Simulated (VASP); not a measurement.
Set up this calculation in VASP 6.6.1, as the native input.

```yaml
Task: single point
Functional: PBE
Potentials_or_basis: VASP PAW PBE potentials, release 64 (Ga_d, N)
Cutoff: 600 eV
k_mesh: 14 × 14 × 14
Occupations: gaussian, width 0.02 eV
Spin: no spin polarisation
Dipole_correction: no
Further_INCAR_settings: ALGO = Normal; EDIFF = 1e-06; NBANDS = 16
```

The structure of GaN (series) lies in POSCAR:

```
GaN
1.0
    0.0000000000      2.2535006075      2.2535006075
    2.2535006075      0.0000000000      2.2535006075
    2.2535006075      2.2535006075      0.0000000000
Ga N
1 1
Direct
    0.0000000000      0.0000000000      0.0000000000
    0.7500000000      0.7500000000      0.7500000000
```

One way to write it, as run:

INCAR

```
SYSTEM = GaN
ALGO = Normal ; EDIFF = 1E-6
ENCUT = 600 ; GGA = PE
GGA_COMPAT = .FALSE. ; ISIF = 2
ISMEAR = 0 ; LASPH = .TRUE.
LCHARG = .FALSE. ; LREAL = .FALSE.
LWAVE = .FALSE. ; NBANDS = 16
NELM = 120 ; PREC = Accurate
SIGMA = 0.02
```

KPOINTS

```
k-points
0
G
  14 14 14
  0 0 0
```

Potentials or basis: VASP PAW PBE potentials, release 64 (Ga_d, N).

Command:

```sh
$ cat potpaw_PBE.64/Ga_d/POTCAR potpaw_PBE.64/N/POTCAR > POTCAR
$ mpirun -np 1 vasp_std > vasp.out
```

Results of the run:

- Pressure: 4.9 GPa
- Band gap on the k mesh: 1.72 eV, direct

It took 28 s on 1 thread of Intel(R) Xeon(R) Platinum 8559C (Emerald Rapids) (shared host), peak memory 0.18 GiB.
